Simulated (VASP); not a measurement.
Crystal: Mg.

```
Mg
1.0
     2.92775    0.00000    0.00000
     0.00000    2.92775    0.00000
     0.00000    0.00000    2.92775
Mg
1
Direct
  0.00000 0.00000 0.00000
```

| Item | Value |
| --- | --- |
| Program | VASP 6.6.1 |
| Task | relaxation of cell and atoms |
| Functional | PBE |
| Potentials or basis | VASP PAW PBE potentials, release 64 (Mg) |
| Cutoff | 600 eV |
| k mesh | 11 × 11 × 11 |
| Occupations | fermi-dirac, width 0.1 eV |
| Spin | no spin polarisation |

At the start: pressure 2.5 GPa; volume 25.10 Å³/atom.

**Question.** Where does the relaxation end?

**Answer.** Over 4 steps the energy falls by 17.4 meV/atom and the volume is 27.50 Å³/atom (+9.6 %); space group Pm-3m (No. 221, to 0.05 Å).

Step by step:
```tsv
step	energy change (eV)	largest force (eV/Å)	pressure (GPa)	volume (Å³)
1	0.0000	0.0000	2.51	25.10
2	-0.0149	0.0000	0.86	26.55
3	-0.0173	0.0000	-0.13	27.65
4	-0.0174	0.0000	-0.01	27.50
```

Final structure:
```
Mg
1.0
     3.01845    0.00000    0.00000
     0.00000    3.01845    0.00000
     0.00000    0.00000    3.01845
Mg
1
Direct
  0.00000 0.00000 0.00000
```
